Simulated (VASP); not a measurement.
# AgCl (Fm-3m) in VASP: notebook

Runs on AgCl. Level: PBEsol. Tasks: single point, relaxation of the atoms.

Program: VASP 6.6.1. These are calculated values, not measurements. Logs are shortened: lines on timing, memory, paths and dates and some standing lists are left out, and cuts for length are marked.

### Step 1. The cell of the first run

It takes space group Fm-3m (No. 225, cubic). The conventional cell has a = 5.281 Å, b = 5.281 Å, c = 5.281 Å, α = 90.00°, β = 90.00°, γ = 90.00°. Within 3.5 Å of Ag (site symmetry m-3m) lie 6 Cl at 2.64 Å. Cl (site symmetry m-3m) has 6 Ag at 2.64 Å within 3.5 Å.

### Step 2. Single point, PBEsol

File INCAR:

```
ALGO = Normal
EDIFF = 1E-6
ENCUT = 520
GGA = PS
ISIF = 2
ISMEAR = -1
LASPH = T
LCHARG = F
LREAL = F
LWAVE = F
NBANDS = 16
NELM = 80
PREC = Accurate
SIGMA = 0.03
```

File KPOINTS:

```
k-points
0
Gamma
  9 9 9
```

File POSCAR:

```
AgCl
1.0
    0.0000000000      2.6406134669      2.6406134669
    2.6406134669      0.0000000000      2.6406134669
    2.6406134669      2.6406134669      0.0000000000
Ag Cl
1 1
Direct
    0.0000000000      0.0000000000      0.0000000000
    0.5000000000      0.5000000000      0.5000000000
```

Potentials or basis: VASP PAW PBE potentials, release 64 (Ag, Cl).

Started as:

```
$ cat potpaw_PBE.64/Ag/POTCAR potpaw_PBE.64/Cl/POTCAR > POTCAR
$ mpirun -np 1 vasp_std > vasp.out
```

OUTCAR:

```text
EDIFF = 1E-6
   ENCUT = 520
   GGA = PS
   ISIF = 2
   ISMEAR = -1
   LASPH = T
   LREAL = F
   NELM = 80
   PREC = Accurate

 ion  position               nearest neighbor table
   1  0.000  0.000  0.000-   2 2.64   2 2.64   2 2.64   2 2.64   2 2.64   2 2.64
   2  0.500  0.500  0.500-   1 2.64   1 2.64   1 2.64   1 2.64   1 2.64   1 2.64

  LATTYP: Found a face centered cubic cell.
 ALAT       =     5.2812269338

  Lattice vectors:

 A1 = (   0.0000000000,   2.6406134669,   2.6406134669)
 A2 = (   2.6406134669,   0.0000000000,   2.6406134669)
 A3 = (   2.6406134669,   2.6406134669,   0.0000000000)

Analysis of symmetry for initial positions (statically):
=====================================================================
 Subroutine PRICEL returns:
 Original cell was already a primitive cell.

 Routine SETGRP: Setting up the symmetry group for a
 face centered cubic supercell.

 Subroutine GETGRP returns: Found 48 space group operations
 (whereof 48 operations were pure point group operations)
 out of a pool of 48 trial point group operations.

The static configuration has the point symmetry O_h .

Analysis of symmetry for dynamics (positions and initial velocities):
=====================================================================
 Subroutine PRICEL returns:
 Original cell was already a primitive cell.

 Routine SETGRP: Setting up the symmetry group for a
 face centered cubic supercell.

 Subroutine GETGRP returns: Found 48 space group operations
 (whereof 48 operations were pure point group operations)
 out of a pool of 48 trial point group operations.

The dynamic configuration has the point symmetry O_h .

 Subroutine INISYM returns: Found 48 space group operations
 (whereof 48 operations are pure point group operations),
 and found     1 'primitive' translations

----------------------------------------------------------------------------------------

                                     Primitive cell

  volume of cell :      36.8251

  direct lattice vectors                    reciprocal lattice vectors
     0.000000000  2.640613467  2.640613467    -0.189349939  0.189349939  0.189349939
     2.640613467  0.000000000  2.640613467     0.189349939 -0.189349939  0.189349939
     2.640613467  2.640613467  0.000000000     0.189349939  0.189349939 -0.189349939

  length of vectors
[... 79 lines left out ...]
   LASPH  =      T    aspherical Exc in radial PAW
   ENCUT  =  520.0 eV  38.22 Ry    6.18 a.u.   6.94  6.94  6.94*2*pi/ulx,y,z
   NELM   =     80;   NELMIN=  2; NELMDL= -5     # of ELM steps
   EDIFF  = 0.1E-05   stopping-criterion for ELM
   LREAL  =      F    real-space projection
   EDIFFG = 0.1E-04   stopping-criterion for IOM
   NSW    =      0    number of steps for IOM
   IBRION =     -1    ionic relax: 0-MD 1-quasi-New 2-CG
   NFREE  =      0    steps in history (QN), initial steepest desc. (CG)
   ISIF   =      2    stress and relaxation
   ISYM   =      2    0-nonsym 1-usesym 2-fastsym
   POTIM  = 0.5000    time-step for ionic-motion
   TEBEG  =    0.0;   TEEND  =   0.0 temperature during run
   PSTRESS=    0.0 pullay stress
   NELECT =      18.0000    total number of electrons
   NUPDOWN=      -1.0000    fix difference up-down
   EMIN   =  10.00;   EMAX   =-10.00  energy-range for DOS
   EFERMI =   0.00;   METHOD = LEGACY
   ISMEAR =    -1;   SIGMA  =   0.03  broadening in eV -4-tet -1-fermi 0-gaus
   EFERMI_NEDOS =   21; number of points for ismear=-14 and -15
   IALGO  =     38    algorithm
   IMIX   =      4    mixing-type and parameters
     AMIX     =   0.40;   BMIX     =  1.00
     AMIX_MAG =   1.60;   BMIX_MAG =  1.00
  volume/ion in A,a.u.               =      18.41       124.25
  Fermi-wavevector in a.u.,A,eV,Ry     =   1.289588  2.436967 22.626979  1.663036
  Thomas-Fermi vector in A             =   2.421471
   LORBIT       =      0    0 simple, 1 ext, 2 COOP (PROOUT), +10 PAW based schemes
   GGA     = PS    functional components
   LHFCALC =     F    Hartree Fock is set to
   AEXX    =    0.0000 exact exchange contribution
   IVDW    =     0    specifies the selected vdW correction
   LEPSILON=     F    determine dielectric tensor
   LRPA    =     F    only Hartree local field effects (RPA)
 non-spin polarized calculation
  energy-cutoff  :      520.00
  volume of cell :       36.83
 maximum number of plane-waves:      1002
   NGX = 13   NGY = 13   NGZ = 13

 number of electron      17.9999993 magnetization

 Free energy of the ion-electron system (eV)
  ---------------------------------------------------
  ext. energy  EPLUGINS =         0.00000000
  ---------------------------------------------------
  free energy    TOTEN  =        -5.99309612 eV

  energy without entropy =       -5.99309610  energy(sigma->0) =       -5.99309611

 E-fermi :   6.1283     XC(G=0): -10.9995

 val. band max:        5.6728031357   @ k =   0.4444   0.0000   0.0000
 cond. band min:       6.4803225888   @ k =   0.0000   0.0000   0.0000
 fundamental gap:      0.8075194532
 Fermi energy:         6.1282995980

 k-point     1 :       0.0000    0.0000    0.0000
  band No.  band energies     occupation
      1     -10.4983      2.00000
      2       2.5528      2.00000
      3       2.5528      2.00000
      4       2.5528      2.00000
      5       2.6041      2.00000
      6       2.6041      2.00000
[... 433 lines left out ...]
      3       1.7930      2.00000
      4       1.7930      2.00000
      5       2.0742      2.00000
      6       2.8667      2.00000
[... 8 lines left out ...]
     15      21.2822      0.00000
     16      21.2822      0.00000

 [... further k-points ...]

------------------------ aborting loop because EDIFF is reached ----------------------------------------

  FORCE on cell =-STRESS in cart. coord.  units (eV):
  Direction    XX          YY          ZZ          XY          YZ          ZX
  --------------------------------------------------------------------------------------
  -------------------------------------------------------------------------------------
  Total        1.5233902      1.5233902      1.5233902      0.0000000      0.0000000      0.0000000
  in kB       66.2791974     66.2791974     66.2791974      0.0000000      0.0000000      0.0000000
  external PRESSURE =      66.2791974 kB  Pullay stress =       0.0000000 kB

 VOLUME and BASIS-vectors are now :
 -----------------------------------------------------------------------------
  energy-cutoff  :      520.00
  volume of cell :       36.83
      direct lattice vectors                 reciprocal lattice vectors
     0.000000000  2.640613467  2.640613467    -0.189349939  0.189349939  0.189349939
     2.640613467  0.000000000  2.640613467     0.189349939 -0.189349939  0.189349939
     2.640613467  2.640613467  0.000000000     0.189349939  0.189349939 -0.189349939

 POSITION                                       TOTAL-FORCE (eV/Angst)
 -----------------------------------------------------------------------------------
      0.00000      0.00000      0.00000         0.000000      0.000000      0.000000
      2.64061      2.64061      2.64061        -0.000000     -0.000000     -0.000000
 -----------------------------------------------------------------------------------
    total drift:                                0.000000      0.000000      0.000000

  FREE ENERGIE OF THE ION-ELECTRON SYSTEM (eV)
  ---------------------------------------------------
  free  energy   TOTEN  =        -5.9930961195 eV

  energy  without entropy=       -5.9930961000  energy(sigma->0) =       -5.99309611
```

OSZICAR:

```text
N       E                     dE             d eps       ncg     rms          rms(c)
DAV:   1     0.975730933557E+02    0.97573E+02   -0.87036E+03  1136   0.103E+03
DAV:   2    -0.293278916367E+01   -0.10051E+03   -0.93319E+02  1432   0.227E+02
DAV:   3    -0.613197377648E+01   -0.31992E+01   -0.31936E+01  1432   0.424E+01
DAV:   4    -0.615265208525E+01   -0.20678E-01   -0.20678E-01  1328   0.367E+00
DAV:   5    -0.615290747409E+01   -0.25539E-03   -0.25539E-03  1472   0.396E-01    0.970E+00
DAV:   6    -0.599847276256E+01    0.15443E+00   -0.28196E-01  1392   0.735E+00    0.621E+00
DAV:   7    -0.599454156176E+01    0.39312E-02   -0.67734E-02  1312   0.175E+00    0.232E+00
DAV:   8    -0.599313153976E+01    0.14100E-02   -0.30075E-03  1272   0.592E-01    0.314E-01
DAV:   9    -0.599307963992E+01    0.51900E-04   -0.46727E-04  1392   0.234E-01    0.389E-02
DAV:  10    -0.599309024639E+01   -0.10606E-04   -0.12145E-05  1464   0.380E-02    0.169E-02
DAV:  11    -0.599309620598E+01   -0.59596E-05   -0.54424E-06  1360   0.202E-02    0.731E-03
DAV:  12    -0.599309611946E+01    0.86516E-07   -0.13124E-07   688   0.386E-03
   1 F= -.59930961E+01 E0= -.59930961E+01  d E =-.194672E-07
```

stdout:

```text
POSCAR found type information on POSCAR AgCl
 POSCAR found :  2 types and       2 ions
 scaLAPACK will be used
 -----------------------------------------------------------------------------
|                                                                             |
|                                                                             |
|     You enforced a specific xc type in the INCAR file but a different       |
|     I HOPE YOU KNOW WHAT YOU ARE DOING!                                     |
|                                                                             |
 -----------------------------------------------------------------------------

 LDA part: xc-table for (Slater+PW92), standard interpolation
 POSCAR, INCAR and KPOINTS ok, starting setup
 FFT: planning ... GRIDC
 FFT: planning ... GRID_SOFT
 FFT: planning ... GRID
 WAVECAR not read
 entering main loop
```

Run time: 21 s. Hardware: 1 thread of Intel Xeon Platinum 8259CL at 2.50GHz (Skylake/Cascade Lake), shared host; peak memory 0.16 GiB.

What came out:

```
Free energy            : -5.9931 eV
Pressure               : 6.6 GPa
Band gap on the k mesh : 0.81 eV (least direct gap 3.57 eV)
```

Caveat: the cell stands under pressure; the PAW data sets were made with another functional, which shifts forces and pressure a little; an odd mesh through Γ misses points on the zone boundary, where band edges can lie.

### Step 3. Single point, PBEsol

This run uses another cell than the first one, of 20.46 Å³/atom.

File INCAR:

```
SYSTEM = AgCl
  PREC = Accurate
  ENCUT = 520
  EDIFF = 1E-6
  ISMEAR = -1
  SIGMA = 0.03
  LREAL = .FALSE.
  LASPH = .TRUE.
  NELM = 100
  ALGO = Normal
  ISIF = 2
  LWAVE = .FALSE.
  LCHARG = .TRUE.
  GGA = PS
  LELF = .TRUE.
  LVHAR = .TRUE.
  NBANDS = 16
```

File KPOINTS:

```
Automatic mesh
0
G
  9 9 9
  0 0 0
```

File POSCAR:

```
AgCl
1.0
    0.0000000000      2.7350000000      2.7350000000
    2.7350000000      0.0000000000      2.7350000000
    2.7350000000      2.7350000000      0.0000000000
Ag Cl
1 1
Direct
    0.0000000000      0.0000000000      0.0000000000
    0.5000000000      0.5000000000      0.5000000000
```

Potentials or basis: VASP PAW PBE potentials, release 64 (Ag, Cl).

Started as:

```
$ cat potpaw_PBE.64/Ag/POTCAR potpaw_PBE.64/Cl/POTCAR > POTCAR
$ mpirun -np 1 vasp_std > vasp.out
```

Run time: 29 s. Hardware: 1 thread of Intel Xeon Platinum 8259CL at 2.50GHz (Skylake/Cascade Lake), shared host; peak memory 0.17 GiB.

It converged, with:

| Quantity | Value |
| --- | --- |
| Free energy | -6.0599 eV |
| Pressure | -0.8 GPa |
| Band gap on the k mesh | 0.77 eV (least direct gap 3.14 eV) |

Levels at points of the mesh, in eV from the valence-band top:
| k point | band 7 | band 8 | band 9 | band 10 | band 11 | band 12 |
| --- | --- | --- | --- | --- | --- | --- |
| (0.00, 0.00, 0.00) | -2.46 | -2.46 | -2.46 | 0.77 | 10.78 | 10.78 |

Caveat: the PAW data sets were made with another functional, which shifts forces and pressure a little; an odd mesh through Γ misses points on the zone boundary, where band edges can lie.

### Step 4. Relaxation of the atoms, PBEsol

This run uses another cell than the first one, of 12.28 Å³/atom.

File INCAR:

```
ALGO = Normal
EDIFF = 1E-7
EDIFFG = -0.01
ENCUT = 520
GGA = PS
IBRION = 2
ISIF = 2
ISMEAR = -1
LASPH = T
LCHARG = F
LREAL = F
LWAVE = F
NELM = 80
NSW = 50
PREC = Accurate
SIGMA = 0.03
```

File KPOINTS:

```
k-points
0
Gamma
  9 9 9
```

File POSCAR:

```
AgCl
1.0
    0.0000000000      2.3067883396      2.3067883396
    2.3067883396      0.0000000000      2.3067883396
    2.3067883396      2.3067883396      0.0000000000
Ag Cl
1 1
Direct
    0.0000000000      0.0000000000      0.0000000000
    0.5000000000      0.5000000000      0.5000000000
```

Started as:

```
$ cat potpaw_PBE.64/Ag/POTCAR potpaw_PBE.64/Cl/POTCAR > POTCAR
$ mpirun -np 1 vasp_std > vasp.out
```

Run time: 9.8 s. Hardware: 1 thread of Intel Xeon Platinum 8259CL at 2.50GHz (Skylake/Cascade Lake), shared host; peak memory 0.14 GiB.

The run converged, but its numbers aren't listed here, since they failed a check.

Caveat: the relaxation stopped at its first step, so nothing moved; the PAW data sets were made with another functional, which shifts forces and pressure a little; an odd mesh through Γ misses points on the zone boundary, where band edges can lie.

### Step 5. Relaxation of the atoms, PBEsol

This run uses another cell than the first one, of 14.32 Å³/atom.

File INCAR:

```
SYSTEM = AgCl
PREC = Accurate
ENCUT = 520
EDIFF = 1E-7
ISMEAR = -1
SIGMA = 0.03
LREAL = .FALSE.
LASPH = .TRUE.
NELM = 100
ALGO = Normal
ISIF = 2
LWAVE = .FALSE.
LCHARG = .FALSE.
GGA = PS
IBRION = 2
NSW = 50
EDIFFG = -0.01
```

File KPOINTS:

```
Automatic mesh
0
G
  9 9 9
  0 0 0
```

File POSCAR:

```
AgCl
1.0
    0.0000000000      2.4284174448      2.4284174448
    2.4284174448      0.0000000000      2.4284174448
    2.4284174448      2.4284174448      0.0000000000
Ag Cl
1 1
Direct
    0.0000000000      0.0000000000      0.0000000000
    0.5000000000      0.5000000000      0.5000000000
```

Started as:

```
$ cat potpaw_PBE.64/Ag/POTCAR potpaw_PBE.64/Cl/POTCAR > POTCAR
$ mpirun -np 1 vasp_std > vasp.out
```

Run time: 20 s. Hardware: 1 thread of Intel Xeon Platinum 8259CL at 2.50GHz (Skylake/Cascade Lake), shared host; peak memory 0.16 GiB.

It converged, with:

| Quantity | Value |
| --- | --- |
| Free energy | -4.8223 eV |
| Pressure after relaxing | 47.9 GPa |
| Band gap on the k mesh | 1.20 eV (least direct gap 2.74 eV) |

Final structure:
```yaml
crystal:
  lattice:
    - [0.00000, 2.42842, 2.42842]
    - [2.42842, 0.00000, 2.42842]
    - [2.42842, 2.42842, 0.00000]
  atoms:
    - { symbol: Ag, position: [0.00000, 0.00000, 0.00000] }
    - { symbol: Cl, position: [0.50000, 0.50000, 0.50000] }
```

Levels at points of the mesh, in eV from the valence-band top:
```
           k point  band 6  band 7  band 8  band 9  band 10  band 11  band 12  band 13
(0.00, 0.00, 0.00)   -4.78   -4.17   -4.17   -4.17     1.20    10.62    10.62    10.62
```

Caveat: the relaxation stopped at its first step, so nothing moved; the PAW data sets were made with another functional, which shifts forces and pressure a little; an odd mesh through Γ misses points on the zone boundary, where band edges can lie.

### Step 6. Relaxation of the atoms, PBEsol

File INCAR:

```
SYSTEM = AgCl
  PREC = Accurate
  ENCUT = 520
  EDIFF = 1E-6
  ISMEAR = -1
  SIGMA = 0.03
  LREAL = .False.
  LASPH = .True.
  NELM = 60
  ALGO = Normal
  ISIF = 2
  LWAVE = .False.
  LCHARG = .False.
  GGA = PS
  IBRION = 2
  NSW = 50
  EDIFFG = -0.01
```

File KPOINTS:

```
Automatic mesh
0
Gamma
  9 9 9
  0 0 0
```

File POSCAR:

```
AgCl
1.0
    0.0000000000      2.6406134669      2.6406134669
    2.6406134669      0.0000000000      2.6406134669
    2.6406134669      2.6406134669      0.0000000000
Ag Cl
1 1
Direct
    0.0000000000      0.0000000000      0.0000000000
    0.5000000000      0.5000000000      0.5000000000
```

Potentials or basis: VASP PAW PBE potentials, release 64 (Ag, Cl).

Started as:

```
$ cat potpaw_PBE.64/Ag/POTCAR potpaw_PBE.64/Cl/POTCAR > POTCAR
$ mpirun -np 1 vasp_std > vasp.out
```

Wall time 19 s (1 thread of Intel Xeon Platinum 8259CL at 2.50GHz (Skylake/Cascade Lake), shared host); peak memory 0.16 GiB.

It converged, with:

| Property | Result |
| --- | --- |
| Free energy | -5.9931 eV |
| Pressure after relaxing | 6.6 GPa |
| Band gap on the k mesh | 0.81 eV (least direct gap 3.57 eV) |

Final structure:
```
Ag Cl
1.0
     0.00000    2.64061    2.64061
     2.64061    0.00000    2.64061
     2.64061    2.64061    0.00000
Ag Cl
1 1
Direct
  0.00000 0.00000 0.00000
  0.50000 0.50000 0.50000
```

Levels at points of the mesh, in eV from the valence-band top:
```csv
k point,band 5,band 6,band 7,band 8,band 9,band 10,band 11,band 12,band 13
"(0.00, 0.00, 0.00)",-3.07,-3.07,-2.91,-2.91,-2.91,0.81,10.75,10.75,10.75
```

Caveat: the relaxation stopped at its first step, so nothing moved; the PAW data sets were made with another functional, which shifts forces and pressure a little; an odd mesh through Γ misses points on the zone boundary, where band edges can lie.

### Step 7. Relaxation of the atoms, PBEsol

This run uses another cell than the first one, of 20.46 Å³/atom.

File INCAR:

```
SYSTEM = AgCl
  ALGO = Normal
  EDIFF = 1E-6
  EDIFFG = -0.01
  ENCUT = 520
  GGA = PS
  IBRION = 2
  ISIF = 2
  ISMEAR = -1
  LASPH = .TRUE.
  LCHARG = .FALSE.
  LREAL = .FALSE.
  LWAVE = .FALSE.
  NELM = 60
  NSW = 50
  PREC = Accurate
  SIGMA = 0.03
```

File KPOINTS:

```
k-points
0
G
  9 9 9
  0 0 0
```

File POSCAR:

```
AgCl
1.0
    0.0000000000      2.7350000000      2.7350000000
    2.7350000000      0.0000000000      2.7350000000
    2.7350000000      2.7350000000      0.0000000000
Ag Cl
1 1
Direct
    0.0000000000      0.0000000000      0.0000000000
    0.5000000000      0.5000000000      0.5000000000
```

Started as:

```
$ cat potpaw_PBE.64/Ag/POTCAR potpaw_PBE.64/Cl/POTCAR > POTCAR
$ mpirun -np 1 vasp_std > vasp.out
```

It took 25 s on 1 thread of Intel Xeon Platinum 8259CL at 2.50GHz (Skylake/Cascade Lake), shared host; peak memory 0.17 GiB.

It converged, with:

* Free energy: -6.0599 eV
* Pressure after relaxing: -0.8 GPa
* Band gap on the k mesh: 0.77 eV (least direct gap 3.14 eV)

Final structure:
```
CELL_PARAMETERS angstrom
0.00000 2.73500 2.73500
2.73500 0.00000 2.73500
2.73500 2.73500 0.00000
ATOMIC_POSITIONS crystal
Ag 0.00000 0.00000 0.00000
Cl 0.50000 0.50000 0.50000
```

Levels at points of the mesh, in eV from the valence-band top:
```
           k point  band 7  band 8  band 9  band 10  band 11  band 12
(0.00, 0.00, 0.00)   -2.46   -2.46   -2.46     0.77    10.78    10.78
```

Caveat: the relaxation stopped at its first step, so nothing moved; the PAW data sets were made with another functional, which shifts forces and pressure a little; an odd mesh through Γ misses points on the zone boundary, where band edges can lie.

### Step 8. Overview

```csv
task,cell,gap on the mesh (eV),pressure (GPa)
single point,"a = 3.734 Å, angles 60.0°, 2 atoms",0.81,6.6
single point,"a = 3.868 Å, angles 60.0°, 2 atoms",0.77,-0.8
relaxation of the atoms,"atoms relaxed from a = 3.434 Å, angles 60.0°, 2 atoms",1.20,47.9
relaxation of the atoms,"atoms relaxed from a = 3.734 Å, angles 60.0°, 2 atoms",0.81,6.6
relaxation of the atoms,"atoms relaxed from a = 3.868 Å, angles 60.0°, 2 atoms",0.77,-0.8
```

Alike in all rows: level PBEsol; potentials or basis VASP PAW PBE potentials, release 64 (Ag, Cl); no spin polarisation; k mesh 9 × 9 × 9; cutoff (eV) 520; smearing fermi-dirac 0.03 eV.

Caveats: the PAW data sets were made with another functional, which shifts forces and pressure a little; an odd mesh through Γ misses points on the zone boundary, where band edges can lie; the relaxation stopped at its first step, so nothing moved (at least some runs); the cell stands under pressure (at least some runs).

Absolute energies hang on the potentials; compare differences alone.
